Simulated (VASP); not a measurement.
# InSb (Fm-3m) in VASP: single point with LDA

Aim: the single point of InSb with LDA.

All numbers are computed with VASP 6.6.1; they aren't measurements. Logs are shortened: lines on timing, memory, paths and dates and some standing lists are left out, and cuts for length are marked.

### Step 1. The cell of the first run

The structure is cubic, space group Fm-3m (No. 225). The conventional cell has a = 6.147 Å, b = 6.147 Å, c = 6.147 Å, α = 90.00°, β = 90.00°, γ = 90.00°. In (site symmetry m-3m) has 6 Sb at 3.07 Å within 4.0 Å. Sb (site symmetry m-3m) has 6 In at 3.07 Å within 4.0 Å.

### Step 2. Single point, LDA

The input, INCAR:

```
PREC = Accurate
ENCUT = 500
EDIFF = 1E-6
ISMEAR = 0
SIGMA = 0.1
LREAL = False
LASPH = True
NELM = 120
ALGO = Normal
ISIF = 2
LWAVE = False
LCHARG = True
GGA = CA
LELF = True
LVHAR = True
NBANDS = 16
GGA_COMPAT = False
```

The input, KPOINTS:

```
regular mesh
0
Gamma
  6 6 6
```

The input, POSCAR:

```
InSb
1.0
    0.0000000000      3.0735130000      3.0735130000
    3.0735130000      0.0000000000      3.0735130000
    3.0735130000      3.0735130000      0.0000000000
In Sb
1 1
Direct
    0.0000000000      0.0000000000      0.0000000000
    0.5000000000      0.5000000000      0.5000000000
```

Potentials or basis: VASP PAW LDA potentials, release 64 (In_d, Sb).

Launch:

```console
$ cat potpaw_LDA.64/In_d/POTCAR potpaw_LDA.64/Sb/POTCAR > POTCAR
$ mpirun -np 1 vasp_std > vasp.out
```

OUTCAR:

```text
PREC = Accurate
   ENCUT = 500
   EDIFF = 1E-6
   ISMEAR = 0
   LREAL = False
   LASPH = True
   NELM = 120
   ISIF = 2
   GGA = CA

 ion  position               nearest neighbor table
   1  0.000  0.000  0.000-   2 3.07   2 3.07   2 3.07   2 3.07   2 3.07   2 3.07
   2  0.500  0.500  0.500-   1 3.07   1 3.07   1 3.07   1 3.07   1 3.07   1 3.07

  LATTYP: Found a face centered cubic cell.
 ALAT       =     6.1470260000

  Lattice vectors:

 A1 = (   0.0000000000,   3.0735130000,   3.0735130000)
 A2 = (   3.0735130000,   0.0000000000,   3.0735130000)
 A3 = (   3.0735130000,   3.0735130000,   0.0000000000)

Analysis of symmetry for initial positions (statically):
=====================================================================
 Subroutine PRICEL returns:
 Original cell was already a primitive cell.

 Routine SETGRP: Setting up the symmetry group for a
 face centered cubic supercell.

 Subroutine GETGRP returns: Found 48 space group operations
 (whereof 48 operations were pure point group operations)
 out of a pool of 48 trial point group operations.

The static configuration has the point symmetry O_h .

Analysis of symmetry for dynamics (positions and initial velocities):
=====================================================================
 Subroutine PRICEL returns:
 Original cell was already a primitive cell.

 Routine SETGRP: Setting up the symmetry group for a
 face centered cubic supercell.

 Subroutine GETGRP returns: Found 48 space group operations
 (whereof 48 operations were pure point group operations)
 out of a pool of 48 trial point group operations.

The dynamic configuration has the point symmetry O_h .

 Subroutine INISYM returns: Found 48 space group operations
 (whereof 48 operations are pure point group operations),
 and found     1 'primitive' translations

----------------------------------------------------------------------------------------

                                     Primitive cell

  volume of cell :      58.0678

  direct lattice vectors                    reciprocal lattice vectors
     0.000000000  3.073513000  3.073513000    -0.162680295  0.162680295  0.162680295
     3.073513000  0.000000000  3.073513000     0.162680295 -0.162680295  0.162680295
     3.073513000  3.073513000  0.000000000     0.162680295  0.162680295 -0.162680295

  length of vectors
     4.346603769  4.346603769  4.346603769     0.281770535  0.281770535  0.281770535

  position of ions in fractional coordinates (direct lattice)
     0.000000000  0.000000000  0.000000000
     0.500000000  0.500000000  0.500000000

  ion indices of the primitive-cell ions
   primitive index   ion index
                 1           1
                 2           2

----------------------------------------------------------------------------------------

 KPOINTS: regular mesh

Automatic generation of k-mesh.
 Grid dimensions read from file:
 generate k-points for:    6    6    6

 Generating k-lattice:

  Cartesian coordinates                     Fractional coordinates (reciprocal lattice)
    -0.027113382  0.027113382  0.027113382     0.166666667  0.000000000  0.000000000
     0.027113382 -0.027113382  0.027113382     0.000000000  0.166666667  0.000000000
     0.027113382  0.027113382 -0.027113382     0.000000000  0.000000000  0.166666667

  Length of vectors
     0.046961756  0.046961756  0.046961756

  Shift w.r.t. Gamma in fractional coordinates (k-lattice)
     0.000000000  0.000000000  0.000000000

 Subroutine IBZKPT returns following result:
 ===========================================

 Found     16 irreducible k-points:

 Following reciprocal coordinates:
            Coordinates               Weight
  0.000000  0.000000  0.000000      1.000000
  0.166667  0.000000  0.000000      8.000000
  0.333333  0.000000  0.000000      8.000000
  0.500000  0.000000  0.000000      4.000000
  0.166667  0.166667  0.000000      6.000000
  0.333333  0.166667  0.000000     24.000000
[... 8 lines left out ...]
 -0.333333  0.333333  0.166667     24.000000
 -0.333333  0.500000  0.166667     12.000000
   k-points           NKPTS =     16   k-points in BZ     NKDIM =     16   number of bands    NBANDS=     16
   number of dos      NEDOS =    301   number of ions     NIONS =      2
   total plane-waves  NPLWV =  32768
   dimension x,y,z NGX =    32 NGY =   32 NGZ =   32
   dimension x,y,z NGXF=    64 NGYF=   64 NGZF=   64
   ions per type =               1   1
   NGX,Y,Z   is equivalent  to a cutoff of  12.24, 12.24, 12.24 a.u.
   NGXF,Y,Z  is equivalent  to a cutoff of  24.48, 24.48, 24.48 a.u.
 SYSTEM =  unknown system
   PREC   = accura    normal or accurate (medium, high low for compatibility)
   ISTART =      0    job   : 0-new  1-cont  2-samecut
   ICHARG =      2    charge: 1-file 2-atom 10-const
   ISPIN  =      1    spin polarized calculation?
   LNONCOLLINEAR =      F non collinear calculations
   LSORBIT =      F    spin-orbit coupling
   LASPH  =      T    aspherical Exc in radial PAW
   ENCUT  =  500.0 eV  36.75 Ry    6.06 a.u.   7.92  7.92  7.92*2*pi/ulx,y,z
   NELM   =    120;   NELMIN=  2; NELMDL= -5     # of ELM steps
   EDIFF  = 0.1E-05   stopping-criterion for ELM
   LREAL  =      F    real-space projection
   EDIFFG = 0.1E-04   stopping-criterion for IOM
   NSW    =      0    number of steps for IOM
   IBRION =     -1    ionic relax: 0-MD 1-quasi-New 2-CG
   NFREE  =      0    steps in history (QN), initial steepest desc. (CG)
   ISIF   =      2    stress and relaxation
   ISYM   =      2    0-nonsym 1-usesym 2-fastsym
   POTIM  = 0.5000    time-step for ionic-motion
   TEBEG  =    0.0;   TEEND  =   0.0 temperature during run
   PSTRESS=    0.0 pullay stress
   NELECT =      18.0000    total number of electrons
   NUPDOWN=      -1.0000    fix difference up-down
   EMIN   =  10.00;   EMAX   =-10.00  energy-range for DOS
   EFERMI =   0.00;   METHOD = LEGACY
   ISMEAR =     0;   SIGMA  =   0.10  broadening in eV -4-tet -1-fermi 0-gaus
   EFERMI_NEDOS =   21; number of points for ismear=-14 and -15
   IALGO  =     38    algorithm
   IMIX   =      4    mixing-type and parameters
     AMIX     =   0.40;   BMIX     =  1.00
     AMIX_MAG =   1.60;   BMIX_MAG =  1.00
  volume/ion in A,a.u.               =      29.03       195.93
  Fermi-wavevector in a.u.,A,eV,Ry     =   1.107951  2.093724 16.701910  1.227556
  Thomas-Fermi vector in A             =   2.244472
   LORBIT       =      0    0 simple, 1 ext, 2 COOP (PROOUT), +10 PAW based schemes
   GGA     = CA    functional components
   LHFCALC =     F    Hartree Fock is set to
   AEXX    =    0.0000 exact exchange contribution
   IVDW    =     0    specifies the selected vdW correction
   LEPSILON=     F    determine dielectric tensor
   LRPA    =     F    only Hartree local field effects (RPA)
 non-spin polarized calculation
 Gauss-broadening in eV      SIGMA  =   0.10
  energy-cutoff  :      500.00
  volume of cell :       58.07
 maximum number of plane-waves:      1488
   NGX = 15   NGY = 15   NGZ = 15

 number of electron      18.0000004 magnetization

 Free energy of the ion-electron system (eV)
  ---------------------------------------------------
  ext. energy  EPLUGINS =         0.00000000
  ---------------------------------------------------
  free energy    TOTEN  =        -7.99206504 eV

  energy without entropy =       -7.97903710  energy(sigma->0) =       -7.98555107

 E-fermi :   6.5058     XC(G=0):  -9.9340

 val. band max:        6.4839921927   @ k =  -0.3333   0.1667   0.0000
 cond. band min:       6.5532576169   @ k =   0.3333   0.0000   0.0000
 fundamental gap:      0.0692654243
 Fermi energy:         6.5058229356

 k-point     1 :       0.0000    0.0000    0.0000
  band No.  band energies     occupation
      1      -7.9917      2.00000
      2      -7.9917      2.00000
      3      -7.9615      2.00000
      4      -7.9615      2.00000
      5      -7.9615      2.00000
      6      -4.5412      2.00000
[... 8 lines left out ...]
     15      12.5711      0.00000
     16      12.5711      0.00000

 k-point     2 :       0.1667    0.0000    0.0000
  band No.  band energies     occupation
      1      -7.9986      2.00000
      2      -7.9986      2.00000
      3      -7.9616      2.00000
      4      -7.9555      2.00000
      5      -7.9555      2.00000
      6      -4.2518      2.00000
[... 8 lines left out ...]
     15      13.1917      0.00000
     16      13.1917      0.00000

 k-point     3 :       0.3333    0.0000    0.0000
  band No.  band energies     occupation
      1      -8.0144      2.00000
      2      -8.0144      2.00000
      3      -7.9625      2.00000
      4      -7.9415      2.00000
      5      -7.9415      2.00000
      6      -3.4561      2.00000
[... 8 lines left out ...]
     15      14.7775      0.00000
     16      14.7775      0.00000

 k-point     4 :       0.5000    0.0000    0.0000
  band No.  band energies     occupation
      1      -8.0226      2.00000
      2      -8.0226      2.00000
      3      -7.9633      2.00000
      4      -7.9341      2.00000
      5      -7.9341      2.00000
      6      -2.7735      2.00000
[... 8 lines left out ...]
     15      16.6893      0.00000
     16      16.6893      0.00000
[... 172 lines left out ...]
 k-point    14 :       0.5000    0.3333    0.1667
  band No.  band energies     occupation
      1      -8.0619      2.00000
      2      -7.9981      2.00000
      3      -7.9637      2.00000
      4      -7.9382      2.00000
      5      -7.9304      2.00000
      6      -2.7759      2.00000
[... 8 lines left out ...]
     15      16.3498      0.00000
     16      16.4184      0.00000

 k-point    15 :      -0.3333    0.3333    0.1667
  band No.  band energies     occupation
      1      -8.0683      2.00000
      2      -8.0048      2.00000
      3      -7.9528      2.00000
      4      -7.9477      2.00000
      5      -7.9242      2.00000
      6      -2.2271      2.00000
[... 8 lines left out ...]
     15      14.4357      0.00000
     16      17.7788      0.00000

 k-point    16 :      -0.3333    0.5000    0.1667
  band No.  band energies     occupation
      1      -8.0946      2.00000
      2      -7.9913      2.00000
      3      -7.9665      2.00000
      4      -7.9352      2.00000
      5      -7.9181      2.00000
      6      -2.0257      2.00000
[... 8 lines left out ...]
     15      16.4027      0.00000
     16      18.6659      0.00000

------------------------ aborting loop because EDIFF is reached ----------------------------------------

  FORCE on cell =-STRESS in cart. coord.  units (eV):
  Direction    XX          YY          ZZ          XY          YZ          ZX
  --------------------------------------------------------------------------------------
  -------------------------------------------------------------------------------------
  Total       -1.4721824     -1.4721824     -1.4721824      0.0000000      0.0000000     -0.0000000
  in kB      -40.6197308    -40.6197308    -40.6197308      0.0000000      0.0000000     -0.0000000
  external PRESSURE =     -40.6197308 kB  Pullay stress =       0.0000000 kB

 VOLUME and BASIS-vectors are now :
 -----------------------------------------------------------------------------
  energy-cutoff  :      500.00
  volume of cell :       58.07
      direct lattice vectors                 reciprocal lattice vectors
     0.000000000  3.073513000  3.073513000    -0.162680295  0.162680295  0.162680295
     3.073513000  0.000000000  3.073513000     0.162680295 -0.162680295  0.162680295
     3.073513000  3.073513000  0.000000000     0.162680295  0.162680295 -0.162680295

 POSITION                                       TOTAL-FORCE (eV/Angst)
 -----------------------------------------------------------------------------------
      0.00000      0.00000      0.00000         0.000000      0.000000      0.000000
      3.07351      3.07351      3.07351        -0.000000     -0.000000     -0.000000
 -----------------------------------------------------------------------------------
    total drift:                                0.000000     -0.000000     -0.000000

  FREE ENERGIE OF THE ION-ELECTRON SYSTEM (eV)
  ---------------------------------------------------
  free  energy   TOTEN  =        -7.9920650377 eV

  energy  without entropy=       -7.9790370967  energy(sigma->0) =       -7.98555107
```

Wall time 16 s (1 thread of Intel Xeon 8259CL, shared host); peak memory 0.16 GiB.

Results:

```yaml
Free_energy: -7.9921 eV
Pressure: -4.1 GPa
Band_gap_on_the_k_mesh: zero (band 9 reaches 6.97 eV, above the bottom of band 10 at 4.29 eV)
```

Caveat: spin-orbit coupling is left out, which moves the levels of the heavy elements.
